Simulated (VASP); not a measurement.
Write the native input for VASP 6.6.1 that does the following.

```yaml
Task: single point
Functional: PBE
Potentials_or_basis: VASP PAW PBE potentials, release 64 (K_sv, Tm_3, C), 4f in core
Cutoff: 600 eV
k_mesh: 6 × 6 × 6
Occupations: gaussian, width 0.1 eV
Spin: no spin polarisation
Dipole_correction: no
Mended: yes
Further_INCAR_settings: ALGO = Normal; EDIFF = 1e-06; NBANDS = 51
```

The structure of KTm3C lies in POSCAR:

```
KTm3C
1.0
    7.8998089191      0.0000000000      0.0000000000
   -3.9499044595      6.8414352090      0.0000000000
    0.0000000000      0.0000000000      6.0488101174
K Tm C
2 6 2
Direct
    0.3333333333      0.6666666667      0.7500000000
    0.6666666667      0.3333333333      0.2500000000
    0.1337724010      0.8662275990      0.2500000000
    0.2675448020      0.1337724010      0.7500000000
    0.1337724010      0.2675448020      0.2500000000
    0.8662275990      0.1337724010      0.7500000000
    0.7324551980      0.8662275990      0.2500000000
    0.8662275990      0.7324551980      0.7500000000
    0.0000000000      0.0000000000      0.0000000000
    0.0000000000      0.0000000000      0.5000000000
```

The cell was built from a structure type or drawn by symmetry, and may not be a known phase.

One way to write it, as run:

INCAR

```
SYSTEM = KTm3C
  PREC = Accurate
  ENCUT = 600
  EDIFF = 1E-6
  ISMEAR = 0
  SIGMA = 0.1
  LREAL = .False.
  LASPH = .True.
  NELM = 200
  ALGO = Normal
  ISIF = 2
  LWAVE = .False.
  LCHARG = .True.
  GGA = PE
  LELF = .True.
  LVHAR = .True.
  NBANDS = 51
  GGA_COMPAT = .False.
  LMAXMIX = 6
```

KPOINTS

```
Automatic mesh
0
Gamma
  6 6 6
  0 0 0
```

Potentials or basis: VASP PAW PBE potentials, release 64 (K_sv, Tm_3, C), 4f in core.

The run is started by

```sh
$ cat potpaw_PBE.64/K_sv/POTCAR potpaw_PBE.64/Tm_3/POTCAR potpaw_PBE.64/C/POTCAR > POTCAR
$ mpirun -np 1 vasp_std > vasp.out
```

Results of the run:

```json
{
 "Pressure": "0.4 GPa",
 "Largest force": "0.122 eV/Å",
 "Band gap on the k mesh": "zero (bands 40 and 41 overlap by 0.36 eV)"
}
```

Caveat: spin-orbit coupling is left out, which moves the levels of the heavy elements; the 4f electrons are frozen in the core, so they carry no moment and show no levels.

Run time: 12 min on 1 thread of Intel(R) Xeon(R) Platinum 8124M CPU @ 3.00GHz (Skylake/Cascade Lake), with other jobs on the host, peak memory 0.72 GiB.
